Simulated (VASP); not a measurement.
Here is a VASP 6.6.1 calculation.

INCAR

```
SYSTEM = Be
PREC = Accurate
ENCUT = 520
EDIFF = 1E-6
ISMEAR = 0
SIGMA = 0.1
LREAL = .FALSE.
LASPH = .TRUE.
NELM = 100
ALGO = Normal
ISIF = 2
LWAVE = .FALSE.
LCHARG = .FALSE.
GGA = PS
NBANDS = 7
```

File KPOINTS:

```
regular mesh
0
G
  8 8 8
  0 0 0
```

The input POSCAR:

```
Be
1.0
    0.0000000000      1.8334813092      1.8334813092
    1.8334813092      0.0000000000      1.8334813092
    1.8334813092      1.8334813092      0.0000000000
Be
1
Direct
    0.0000000000      0.0000000000      0.0000000000
```

Potentials or basis: VASP PAW PBE potentials, release 64 (Be).

Run with:

```sh
$ cat potpaw_PBE.64/Be/POTCAR > POTCAR
$ mpirun -np 1 vasp_std > vasp.out
```

Problem. Estimate the pressure.

Solution. -26.0 GPa.

Problem. What does it give for the band gap on the k mesh?

Solution. Zero (bands 1 and 2 overlap by 1.75 eV).

Caveat: the k points lie up to 0.37 Å⁻¹ apart, too coarse for converged energies and pressures of a metal; the PAW data sets were made with another functional, which shifts forces and pressure a little.
